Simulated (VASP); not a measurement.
**Be12Br: single point with PBE**

The system is Be12Br, a slab with vacuum.

```xyz
13
Lattice="4.5800 0.0000 0.0000 2.2900 3.9664 0.0000 0.0000 0.0000 14.5884" Properties=species:S:1:pos:R:3 pbc="T T T"
Be    0.0000    0.0000    1.0000
Be    2.2900    0.0000    1.0000
Be    1.1450    1.9832    1.0000
Be    3.4350    1.9832    1.0000
Be    0.0309    1.3042    2.7942
Be    2.2582    1.3041    2.7939
Be    1.1447    3.3054    2.7725
Be    3.4346    3.3416    2.7941
Be   -0.0114   -0.0061    4.6274
Be    2.2998   -0.0060    4.6269
Be    1.1443    1.9958    4.6272
Be    3.4341    1.9834    4.3915
Br    1.1430    0.6617    6.5596
```

```json
{"Program": "VASP 6.6.1", "Task": "single point", "Functional": "PBE", "Potentials or basis": "VASP PAW PBE potentials, release 64 (Be, Br)", "Cutoff": "520 eV", "k mesh": "4 × 4 × 1", "Occupations": "gaussian, width 0.1 eV", "Spin": "no spin polarisation", "Dipole correction": "no", "Further INCAR settings": "ALGO = Normal; EDIFF = 1e-06; NBANDS = 28"}
```

The largest force is 0.106 eV/Å.

Forces in eV/Å, atoms in the order of the input:
```
Be   0.090  0.053 -0.005
Be  -0.092  0.052 -0.005
Be  -0.001 -0.105 -0.005
Be  -0.001  0.000 -0.023
Be   0.002 -0.001  0.001
Be  -0.002 -0.001  0.001
Be   0.000  0.000 -0.001
Be   0.000  0.002  0.000
Be   0.001  0.001  0.003
Be   0.000  0.001  0.004
Be   0.000 -0.002  0.003
Be   0.001  0.000  0.018
Br   0.002 -0.001  0.010
```

Levels at points of the mesh, in eV from the Fermi level:
```
           k point  band 12  band 13  band 14  band 15  band 16  band 17  band 18  band 19  band 20  band 21
(0.00, 0.00, 0.00)    -1.81    -1.81    -1.60    -1.58    -1.58     0.13     2.85     2.85     3.16     3.85
(0.50, 0.00, 0.00)    -1.86    -1.21    -0.83     0.40     0.91     1.15     2.33     3.28     3.49     4.56
(0.50, 0.50, 0.00)    -1.86    -1.21    -0.83     0.41     0.91     1.15     2.33     3.28     3.49     4.56
(0.00, 0.50, 0.00)    -1.86    -1.21    -0.83     0.41     0.91     1.15     2.33     3.28     3.49     4.56
```

Wall time 96 s on 1 thread of AMD EPYC 7R43 64-Core Processor (Zen 3), with other jobs on the host, peak memory 0.32 GiB.

Caveat: the k points lie up to 0.40 Å⁻¹ apart; an odd number of electrons without spin polarisation forces a metal; a magnetic or distorted state may lie lower.
